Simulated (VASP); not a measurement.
# Si16C17 (a cell with a defect) in VASP: a series of runs, part 2 of 2

VASP 6.6.1. The steps go on from the part before.

## (4) Single point, PBE

File INCAR:

```
PREC = Accurate
ENCUT = 520
EDIFF = 1E-6
ISMEAR = 0
SIGMA = 0.02
LREAL = Auto
LASPH = T
NELM = 80
ALGO = Normal
ISIF = 2
LWAVE = F
LCHARG = F
GGA = PE
NBANDS = 88
```

File KPOINTS:

```
Automatic mesh
0
Gamma
  2 2 2
  0.5 0.5 0.5
```

File POSCAR:

```
Si16C17
1.0
    4.3797259441      4.3797259441      4.3797259441
   -4.3797259441      4.3797259441     -4.3797259441
   -4.3797259441     -4.3797259441      4.3797259441
Si C
16 17
Direct
    0.2544039317     -0.0015056878      0.0001351683
    0.2371431485      0.7376383914      0.2288081521
    0.4985791412      0.7491843193      0.0023460372
    0.2458640138      0.4974973384      0.4950531215
    0.5022393017      0.5014653949      0.2507324691
    0.7479038739      0.4992342050      0.0019357376
    0.2467301639      0.2532739523      0.7475668665
    0.4947759352      0.2513790849      0.4943609549
    0.7568910800      0.2537073128      0.2663157501
    0.0109852764      0.2461024991      0.0032760041
    0.4224665022     -0.0589539170      0.6686309914
    0.7453646739      0.0004219442      0.5064017768
    0.0002852918     -0.0010796338      0.2516794462
    0.7527249518      0.7578250426      0.7561457137
   -0.0133242355      0.7450855468      0.4952218535
   -0.0025989069      0.4988924028      0.7487999345
    0.5026726622      0.2515309209      0.2480876689
    0.4773765589     -0.0115793775      0.4623408007
    0.7500037769     -0.0014569405      0.2537199848
    0.4942616336      0.7417478951      0.7504022037
    0.7453784875      0.7499162144      0.5020263889
   -0.0040556191      0.7464883743      0.2485230843
    0.4987462750      0.4978336608     -0.0010441293
    0.7464726199      0.4963792319      0.7498926969
    0.0014238334      0.5043281311      0.5053035346
    0.2580232221      0.5028641125      0.2506987912
    0.7913315911      0.2783615951      0.0447256295
    0.0007135150      0.2533079727      0.7509859160
    0.2475242775      0.2509126174      0.4985261699
    0.0111449896     -0.0019728403      0.0080067795
    0.2338572123     -0.0020953366      0.7425906419
    0.2457802186      0.7445929361     -0.0104944923
    0.6936940893      0.0815603544     -0.1490940320
```

Potentials or basis: VASP PAW PBE potentials, release 64 (Si, C).

On the command line:

```
cat potpaw_PBE.64/Si/POTCAR potpaw_PBE.64/C/POTCAR > POTCAR
mpirun -np 1 vasp_std > vasp.out
```

OUTCAR:

```text
PREC = Accurate
   ENCUT = 520
   EDIFF = 1E-6
   ISMEAR = 0
   LREAL = Auto
   LASPH = T
   NELM = 80
   ISIF = 2
   GGA = PE

 ion  position               nearest neighbor table
   1  0.254  0.998  0.000-  30 1.86  32 1.88  17 1.89  31 1.91   2 3.03  10 3.04   3 3.06   8 3.06
                            16 3.09  14 3.11   9 3.11   5 3.12  15 3.13  13 3.13   7 3.14
   2  0.237  0.738  0.229-  18 1.84  32 1.86  26 1.90  22 1.91  11 2.74  16 2.97   3 3.02   6 3.03
                             1 3.03  10 3.05  13 3.09   5 3.11   4 3.14
   3  0.499  0.749  0.002-  32 1.88  20 1.88  23 1.90  19 1.90   2 3.02   1 3.06   7 3.07   5 3.07
                             6 3.09  14 3.10  16 3.10  13 3.11  12 3.12   9 3.13   4 3.14
   4  0.246  0.497  0.495-  29 1.88  20 1.89  25 1.90  26 1.90  11 2.78   9 3.03  10 3.05   8 3.07
                             7 3.08  13 3.09   5 3.10  16 3.11   2 3.14  15 3.14  14 3.14   3 3.14
   5  0.502  0.501  0.251-  26 1.86  21 1.88  17 1.89  23 1.89  15 3.00  10 3.04   8 3.06   6 3.06
                             3 3.07  12 3.09   4 3.10   2 3.11   9 3.11   1 3.12   7 3.12  14 3.13
   6  0.748  0.499  0.002-  22 1.88  23 1.88  24 1.90  27 1.92   2 3.03  15 3.06   5 3.06   3 3.09
                            13 3.10   7 3.10  16 3.11  14 3.12   8 3.14
[... 275 lines left out ...]
      5      -4.8658      2.00000
      6      -3.7503      2.00000
[... 313 lines left out ...]
     77      13.3824      0.00000
     78      13.4800      0.00000
 [bands above 78 left out]

------------------------ aborting loop because EDIFF is reached ----------------------------------------

  FORCE on cell =-STRESS in cart. coord.  units (eV):
  Direction    XX          YY          ZZ          XY          YZ          ZX
  --------------------------------------------------------------------------------------
  -------------------------------------------------------------------------------------
  Total        9.4224006     11.5759798     17.8221042     -0.7214654      8.4147326     -6.5367915
  in kB       44.9232685     55.1909087     84.9706150     -3.4397375     40.1190002    -31.1655229
  external PRESSURE =      61.6949307 kB  Pullay stress =       0.0000000 kB

 VOLUME and BASIS-vectors are now :
 -----------------------------------------------------------------------------
  energy-cutoff  :      520.00
  volume of cell :      336.05
      direct lattice vectors                 reciprocal lattice vectors
     4.379725944  4.379725944  4.379725944     0.000000000  0.114162394  0.114162394
    -4.379725944  4.379725944 -4.379725944    -0.114162394  0.114162394  0.000000000
    -4.379725944 -4.379725944  4.379725944    -0.114162394  0.000000000  0.114162394

 POSITION                                       TOTAL-FORCE (eV/Angst)
 -----------------------------------------------------------------------------------
     -3.25950      5.48676     -3.25832         0.002859     -0.037570     -0.035869
     -3.19415      3.26716     -1.18992        -0.019518     -0.000102      0.050153
     -1.10786      5.45459     -1.08731         0.050181      0.004776     -0.078271
     -3.27028      1.08752      1.06611         0.103176     -0.130659      0.051095
     -1.09475      3.29781      1.10153         0.003444      0.002287      0.016319
      1.08063      5.45364      1.09758        -0.120783      0.080855     -0.035076
[... 25 lines left out ...]
     -6.51843      0.00380      2.14910        -0.026899     -0.029026     -0.002417
     -1.04576     -0.33133      6.40771        -0.405579      0.529422     -0.255717
 -----------------------------------------------------------------------------------
    total drift:                                0.019905      0.015355      0.011185

  FREE ENERGIE OF THE ION-ELECTRON SYSTEM (eV)
  ---------------------------------------------------
  free  energy   TOTEN  =      -243.3434541739 eV

  energy  without entropy=     -243.3434541739  energy(sigma->0) =     -243.34345417
```

OSZICAR:

```text
N       E                     dE             d eps       ncg     rms          rms(c)
DAV:   1     0.409533995572E+03    0.40953E+03   -0.60889E+04   704   0.136E+03
DAV:   2    -0.230828801329E+03   -0.64036E+03   -0.60695E+03   896   0.236E+02
DAV:   3    -0.272432859019E+03   -0.41604E+02   -0.41196E+02   848   0.582E+01
DAV:   4    -0.273310687177E+03   -0.87783E+00   -0.87456E+00   880   0.931E+00
DAV:   5    -0.273332719659E+03   -0.22032E-01   -0.22011E-01   856   0.142E+00    0.357E+01
DAV:   6    -0.244235308488E+03    0.29097E+02   -0.94505E+01   792   0.231E+01    0.160E+01
DAV:   7    -0.243478075762E+03    0.75723E+00   -0.88301E+00   904   0.757E+00    0.702E+00
DAV:   8    -0.243350596815E+03    0.12748E+00   -0.63062E-01   816   0.227E+00    0.202E+00
DAV:   9    -0.243341157787E+03    0.94390E-02   -0.10466E-01   824   0.102E+00    0.371E-01
DAV:  10    -0.243342573743E+03   -0.14160E-02   -0.12935E-02   848   0.339E-01    0.260E-01
DAV:  11    -0.243343253801E+03   -0.68006E-03   -0.14415E-03   816   0.126E-01    0.113E-01
DAV:  12    -0.243343434563E+03   -0.18076E-03   -0.31315E-04   792   0.616E-02    0.387E-02
DAV:  13    -0.243343451708E+03   -0.17145E-04   -0.69871E-05   848   0.264E-02    0.122E-02
DAV:  14    -0.243343452816E+03   -0.11077E-05   -0.70286E-06   856   0.963E-03    0.516E-03
DAV:  15    -0.243343453946E+03   -0.11300E-05   -0.23163E-06   504   0.506E-03    0.208E-03
DAV:  16    -0.243343454174E+03   -0.22798E-06   -0.26138E-07   448   0.184E-03
   1 F= -.24334345E+03 E0= -.24334345E+03  d E =-.187150E-27
```

It took 6.6 min on 1 thread of AMD EPYC 7R13, shared host; peak memory 0.4 GiB.

What came out:

| Property | Result |
| --- | --- |
| Free energy | -243.3435 eV |
| Pressure | 6.2 GPa |
| Largest force | 0.714 eV/Å |
| Band gap on the k mesh | 1.00 eV |

Forces in eV/Å, atoms in the order of the input:
```
Si   0.003 -0.038 -0.036
Si  -0.020  0.000  0.050
Si   0.050  0.005 -0.078
Si   0.103 -0.131  0.051
Si   0.003  0.002  0.016
Si  -0.121  0.081 -0.035
Si   0.057 -0.007  0.028
Si   0.021 -0.065  0.043
Si  -0.034 -0.013 -0.031
Si   0.026  0.063  0.019
Si   0.083 -0.181  0.307
Si   0.049  0.048 -0.027
Si   0.022 -0.006 -0.014
Si   0.002 -0.077 -0.068
Si  -0.001  0.015  0.027
Si  -0.004  0.005  0.015
C   -0.002 -0.048 -0.008
C   -0.021 -0.060  0.135
C    0.038  0.027 -0.080
C    0.287 -0.302 -0.144
C    0.006  0.023  0.006
C   -0.029  0.042  0.015
C    0.006 -0.016  0.001
C   -0.011 -0.003  0.000
C    0.018 -0.025 -0.001
C    0.019 -0.002  0.029
C   -0.279  0.267  0.050
C    0.038  0.029  0.001
C    0.101 -0.085  0.022
C   -0.007 -0.038 -0.075
C    0.029 -0.010  0.041
C   -0.027 -0.029 -0.002
C   -0.406  0.529 -0.256
```

Levels at points of the mesh, in eV from the valence-band top:
```csv
k point,band 64,band 65,band 66,band 67,band 68,band 69
"(0.25, 0.25, 0.25)",-1.48,-1.19,-0.22,1.00,1.83,2.59
```
